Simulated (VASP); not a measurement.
# LuSc2N3 (P4/mmm) in VASP: notebook

LuSc2N3 is run at these levels: PBE; tasks: single point.

Everything below comes from runs of VASP 6.6.1. Logs are shortened: lines on timing, memory, paths and dates and some standing lists are left out, and cuts for length are marked.

## (1) The cell of the first run

The structure is tetragonal, space group P4/mmm (No. 123). The conventional cell has a = 3.782 Å, b = 3.782 Å, c = 6.683 Å, α = 90.00°, β = 90.00°, γ = 90.00°. Lu (site symmetry 4/mmm) has 2 N at 2.25 Å within 3.0 Å. Sc (site symmetry mmm) has 6 N at 1.89 to 2.18 Å within 2.5 Å. Within 2.9 Å of N (site symmetry 4mm) lie 5 N at 2.17 to 2.89 Å and 4 Sc at 2.18 Å and 1 Lu at 2.25 Å. Within 2.5 Å of N (site symmetry 4/mmm) lie 4 Sc at 1.89 Å.

## (2) Single point, PBE

File INCAR:

```
ALGO = Normal
EDIFF = 1E-7
ENCUT = 520
GGA = PE
ISIF = 2
ISMEAR = 0
LASPH = T
LCHARG = F
LREAL = F
LWAVE = F
NBANDS = 40
NELM = 100
PREC = Accurate
SIGMA = 0.1
```

File KPOINTS:

```
k-points
0
Gamma
  4 4 4
```

File POSCAR:

```
LuSc2N3
1.0
    3.7820304400      0.0000000000      0.0000000000
    0.0000000000      3.7820304400      0.0000000000
    0.0000000000      0.0000000000      6.6831932200
Lu Sc N
1 2 3
Direct
    0.5000000000      0.5000000000      0.0000000000
    0.0000000000      0.5000000000      0.5000000000
    0.5000000000      0.0000000000      0.5000000000
    0.5000000000      0.5000000000      0.6625925600
    0.5000000000      0.5000000000      0.3374074400
    0.0000000000      0.0000000000      0.5000000000
```

Potentials or basis: VASP PAW PBE potentials, release 64 (Lu, Sc_sv, N).

Run with:

```sh
$ cat potpaw_PBE.64/Lu/POTCAR potpaw_PBE.64/Sc_sv/POTCAR potpaw_PBE.64/N/POTCAR > POTCAR
$ mpirun -np 1 vasp_std > vasp.out
```

OUTCAR:

```text
EDIFF = 1E-7
   ENCUT = 520
   GGA = PE
   ISIF = 2
   ISMEAR = 0
   LASPH = T
   LREAL = F
   NELM = 100
   PREC = Accurate

 ion  position               nearest neighbor table
   1  0.500  0.500  0.000-   4 2.25   5 2.25
   2  0.000  0.500  0.500-   6 1.89   6 1.89   4 2.18   5 2.18   4 2.18   5 2.18   3 2.67   3 2.67
                             3 2.67   3 2.67
   3  0.500  0.000  0.500-   6 1.89   6 1.89   4 2.18   4 2.18   5 2.18   5 2.18   2 2.67   2 2.67
                             2 2.67   2 2.67
   4  0.500  0.500  0.663-   2 2.18   3 2.18   3 2.18   2 2.18   1 2.25
   5  0.500  0.500  0.337-   2 2.18   3 2.18   3 2.18   2 2.18   1 2.25
   6  0.000  0.000  0.500-   2 1.89   3 1.89   2 1.89   3 1.89

  LATTYP: Found a simple tetragonal cell.
 ALAT       =     3.7820304400
 C/A-ratio  =     1.7670913352

  Lattice vectors:

 A1 = (   3.7820304400,   0.0000000000,   0.0000000000)
 A2 = (   0.0000000000,   3.7820304400,   0.0000000000)
 A3 = (   0.0000000000,   0.0000000000,   6.6831932200)

Analysis of symmetry for initial positions (statically):
=====================================================================
 Subroutine PRICEL returns:
 Original cell was already a primitive cell.

 Routine SETGRP: Setting up the symmetry group for a
 simple tetragonal supercell.

 Subroutine GETGRP returns: Found 16 space group operations
 (whereof 16 operations were pure point group operations)
 out of a pool of 16 trial point group operations.

The static configuration has the point symmetry D_4h.

Analysis of symmetry for dynamics (positions and initial velocities):
=====================================================================
 Subroutine PRICEL returns:
 Original cell was already a primitive cell.

 Routine SETGRP: Setting up the symmetry group for a
 simple tetragonal supercell.

 Subroutine GETGRP returns: Found 16 space group operations
 (whereof 16 operations were pure point group operations)
 out of a pool of 16 trial point group operations.

The dynamic configuration has the point symmetry D_4h.

 Subroutine INISYM returns: Found 16 space group operations
 (whereof 16 operations are pure point group operations),
 and found     1 'primitive' translations

----------------------------------------------------------------------------------------

                                     Primitive cell

  volume of cell :      95.5948
[... 90 lines left out ...]
   EDIFF  = 0.1E-06   stopping-criterion for ELM
   LREAL  =      F    real-space projection
   EDIFFG = 0.1E-05   stopping-criterion for IOM
   NSW    =      0    number of steps for IOM
   IBRION =     -1    ionic relax: 0-MD 1-quasi-New 2-CG
   NFREE  =      0    steps in history (QN), initial steepest desc. (CG)
   ISIF   =      2    stress and relaxation
   ISYM   =      2    0-nonsym 1-usesym 2-fastsym
   POTIM  = 0.5000    time-step for ionic-motion
   TEBEG  =    0.0;   TEEND  =   0.0 temperature during run
   PSTRESS=    0.0 pullay stress
   NELECT =      62.0000    total number of electrons
   NUPDOWN=      -1.0000    fix difference up-down
   EMIN   =  10.00;   EMAX   =-10.00  energy-range for DOS
   EFERMI =   0.00;   METHOD = LEGACY
   ISMEAR =     0;   SIGMA  =   0.10  broadening in eV -4-tet -1-fermi 0-gaus
   EFERMI_NEDOS =   21; number of points for ismear=-14 and -15
   IALGO  =     38    algorithm
   IMIX   =      4    mixing-type and parameters
     AMIX     =   0.40;   BMIX     =  1.00
     AMIX_MAG =   1.60;   BMIX_MAG =  1.00
  volume/ion in A,a.u.               =      15.93       107.52
  Fermi-wavevector in a.u.,A,eV,Ry     =   1.417079  2.677891 27.322032  2.008113
  Thomas-Fermi vector in A             =   2.538347
   LORBIT       =      0    0 simple, 1 ext, 2 COOP (PROOUT), +10 PAW based schemes
   GGA     = PE    functional components
   LHFCALC =     F    Hartree Fock is set to
   AEXX    =    0.0000 exact exchange contribution
   IVDW    =     0    specifies the selected vdW correction
   LEPSILON=     F    determine dielectric tensor
   LRPA    =     F    only Hartree local field effects (RPA)
 non-spin polarized calculation
 Gauss-broadening in eV      SIGMA  =   0.10
  energy-cutoff  :      520.00
  volume of cell :       95.59
 maximum number of plane-waves:      2600
   NGX = 15   NGY = 15   NGZ = 25

 number of electron      62.0000026 magnetization

 Free energy of the ion-electron system (eV)
  ---------------------------------------------------
  ext. energy  EPLUGINS =         0.00000000
  ---------------------------------------------------
  free energy    TOTEN  =       -43.92028044 eV

  energy without entropy =      -43.90987993  energy(sigma->0) =      -43.91508018

 E-fermi :   3.0118     XC(G=0): -10.2607

 val. band max:        2.9119392712   @ k =   0.5000   0.2500   0.2500
 cond. band min:       3.0279602028   @ k =   0.5000   0.0000   0.2500
 fundamental gap:      0.1160209316
 Fermi energy:         3.0117838271

 k-point     1 :       0.0000    0.0000    0.0000
  band No.  band energies     occupation
      1     -53.5760      2.00000
      2     -44.2299      2.00000
      3     -43.7730      2.00000
      4     -24.3268      2.00000
      5     -24.3268      2.00000
      6     -23.9935      2.00000
[... 763 lines left out ...]
     39       8.1609      0.00000
     40       8.5469      0.00000

------------------------ aborting loop because EDIFF is reached ----------------------------------------

  FORCE on cell =-STRESS in cart. coord.  units (eV):
  Direction    XX          YY          ZZ          XY          YZ          ZX
  --------------------------------------------------------------------------------------
  -------------------------------------------------------------------------------------
  Total       26.5008277     26.5008277     -1.9647072      0.0000000      0.0000000      0.0000000
  in kB      444.1564394    444.1564394    -32.9286824      0.0000000      0.0000000      0.0000000
  external PRESSURE =     285.1280655 kB  Pullay stress =       0.0000000 kB

 VOLUME and BASIS-vectors are now :
 -----------------------------------------------------------------------------
  energy-cutoff  :      520.00
  volume of cell :       95.59
      direct lattice vectors                 reciprocal lattice vectors
     3.782030440  0.000000000  0.000000000     0.264408237  0.000000000  0.000000000
     0.000000000  3.782030440  0.000000000     0.000000000  0.264408237  0.000000000
     0.000000000  0.000000000  6.683193220     0.000000000  0.000000000  0.149629072

 POSITION                                       TOTAL-FORCE (eV/Angst)
 -----------------------------------------------------------------------------------
      1.89102      1.89102      0.00000         0.000000      0.000000      0.000000
      0.00000      1.89102      3.34160         0.000000      0.000000      0.000000
      1.89102      0.00000      3.34160         0.000000      0.000000      0.000000
      1.89102      1.89102      4.42823         0.000000     -0.000000      3.279796
      1.89102      1.89102      2.25496        -0.000000     -0.000000     -3.279796
      0.00000      0.00000      3.34160         0.000000      0.000000      0.000000
 -----------------------------------------------------------------------------------
    total drift:                                0.000000      0.000000      0.000000

  FREE ENERGIE OF THE ION-ELECTRON SYSTEM (eV)
  ---------------------------------------------------
  free  energy   TOTEN  =       -43.9202804409 eV

  energy  without entropy=      -43.9098799290  energy(sigma->0) =      -43.91508018
```

OSZICAR:

```text
N       E                     dE             d eps       ncg     rms          rms(c)
DAV:   1     0.783277683201E+03    0.78328E+03   -0.27247E+04  2088   0.409E+03
DAV:   2     0.890465488248E+02   -0.69423E+03   -0.66680E+03  1712   0.828E+02
DAV:   3    -0.496630406258E+02   -0.13871E+03   -0.13130E+03  2248   0.249E+02
DAV:   4    -0.633914320024E+02   -0.13728E+02   -0.13454E+02  2392   0.689E+01
DAV:   5    -0.640539228228E+02   -0.66249E+00   -0.65874E+00  2480   0.144E+01    0.361E+01
DAV:   6    -0.451603998012E+02    0.18894E+02   -0.92329E+01  2496   0.817E+01    0.169E+01
DAV:   7    -0.442795804567E+02    0.88082E+00   -0.19221E+01  2320   0.239E+01    0.109E+01
DAV:   8    -0.440213857570E+02    0.25819E+00   -0.43780E+00  2600   0.152E+01    0.531E+00
DAV:   9    -0.439175424224E+02    0.10384E+00   -0.57602E-01  2400   0.648E+00    0.128E+00
DAV:  10    -0.439197672757E+02   -0.22249E-02   -0.10403E-01  2192   0.182E+00    0.663E-01
DAV:  11    -0.439200069386E+02   -0.23966E-03   -0.10816E-02  2432   0.900E-01    0.298E-01
DAV:  12    -0.439203321488E+02   -0.32521E-03   -0.31234E-03  2200   0.306E-01    0.786E-02
DAV:  13    -0.439202661329E+02    0.66016E-04   -0.38869E-04  2288   0.165E-01    0.311E-02
DAV:  14    -0.439202805494E+02   -0.14416E-04   -0.85722E-05  2512   0.692E-02    0.121E-02
DAV:  15    -0.439202798887E+02    0.66065E-06   -0.18437E-05  2240   0.420E-02    0.495E-03
DAV:  16    -0.439202804259E+02   -0.53718E-06   -0.73865E-06  2424   0.146E-02    0.270E-03
DAV:  17    -0.439202804409E+02   -0.14945E-07   -0.79111E-07  2112   0.589E-03
   1 F= -.43920280E+02 E0= -.43915080E+02  d E =-.104005E-01
```

It took 66 s on 1 thread of Intel Xeon Platinum 8488C (Sapphire Rapids), shared host; peak memory 0.24 GiB.

Results:

```
Free energy            : -43.9203 eV
Pressure               : 28.5 GPa
Largest force          : 3.280 eV/Å
Band gap on the k mesh : zero (band 31 reaches 3.73 eV, above the bottom of band 32 at 2.76 eV)
```

Forces in eV/Å, atoms in the order of the input:
```
Lu   0.000  0.000  0.000
Sc   0.000  0.000  0.000
Sc   0.000  0.000  0.000
N    0.000  0.000  3.280
N    0.000  0.000 -3.280
N    0.000  0.000  0.000
```

Stress tensor (GPa, compression positive):
```
44.42  0.00  0.00
 0.00 44.42  0.00
 0.00  0.00 -3.29
```

Caveat: the k points lie up to 0.42 Å⁻¹ apart; spin-orbit coupling is left out, which moves the levels of the heavy elements; forces of over 1 eV/Å act on the atoms, so gaps and moduli don't describe the material at rest.

## (3) Single point, PBE

This run uses another cell than the first one, of 18.19 Å³/atom, 1.142 times its volume.

File INCAR:

```
SYSTEM = LuSc2N3
ALGO = Normal ; EDIFF = 1E-6
ENCUT = 520 ; GGA = PE
ISIF = 2 ; ISMEAR = 0
LASPH = .True. ; LCHARG = .False.
LREAL = .False. ; LWAVE = .False.
NBANDS = 40 ; NELM = 60
PREC = Accurate ; SIGMA = 0.1
```

File KPOINTS:

```
k-points
0
Gamma
  4 4 4
  0 0 0
```

File POSCAR:

```
LuSc2N3
1.0
    4.2234417034      0.0000000000      0.0000000000
    0.0000000000      4.2234417034      0.0000000000
    0.0000000000      0.0000000000      6.1201557063
Lu Sc N
1 2 3
Direct
    0.5000000000      0.5000000000      0.0000000000
    0.0000000000      0.5000000000      0.5000000000
    0.5000000000      0.0000000000      0.5000000000
    0.5000000000      0.5000000000      0.6602067623
    0.5000000000      0.5000000000      0.3397932377
    0.0000000000      0.0000000000      0.5000000000
```

Potentials or basis: VASP PAW PBE potentials, release 64 (Lu, Sc_sv, N).

Run with:

```sh
$ cat potpaw_PBE.64/Lu/POTCAR potpaw_PBE.64/Sc_sv/POTCAR potpaw_PBE.64/N/POTCAR > POTCAR
$ mpirun -np 1 vasp_std > vasp.out
```

Run time: 70 s. Hardware: 1 thread of Intel Xeon Platinum 8488C (Sapphire Rapids), shared host; peak memory 0.26 GiB.

Results (log left out):

```yaml
Free_energy: -46.7203 eV
Pressure: 0.7 GPa
Largest_force: 0.077 eV/Å
Band_gap_on_the_k_mesh: zero (band 31 reaches 3.37 eV, above the bottom of band 32 at 2.46 eV)
```

Forces in eV/Å, atoms in the order of the input:
```
Lu   0.000  0.000  0.000
Sc   0.000  0.000  0.000
Sc   0.000  0.000  0.000
N    0.000  0.000 -0.077
N    0.000  0.000  0.077
N    0.000  0.000  0.000
```

Stress tensor (GPa, compression positive):
```
0.61 0.00 0.00
0.00 0.61 0.00
0.00 0.00 0.85
```

Levels at points of the mesh, in eV from the Fermi level:
```csv
k point,band 28,band 29,band 30,band 31,band 32,band 33,band 34,band 35
"(0.00, 0.00, 0.00)",-2.34,-1.38,-0.46,-0.46,0.23,0.30,1.75,2.90
"(0.50, 0.00, 0.00)",-3.26,-1.73,-0.99,-0.86,0.21,1.55,2.38,2.47
"(0.50, 0.50, 0.00)",-2.82,-2.82,-2.66,0.44,0.96,0.96,1.39,3.27
"(0.00, 0.00, 0.50)",-2.83,-0.65,-0.53,-0.53,-0.17,0.25,0.67,1.70
"(0.50, 0.00, 0.50)",-2.85,-1.71,-0.97,-0.68,-0.46,1.00,1.77,1.78
"(0.50, 0.50, 0.50)",-2.85,-2.14,-2.14,-0.92,1.05,1.05,1.07,2.95
```

Caveat: the k points lie up to 0.37 Å⁻¹ apart; spin-orbit coupling is left out, which moves the levels of the heavy elements.

(Continued in part 2 of 2.)
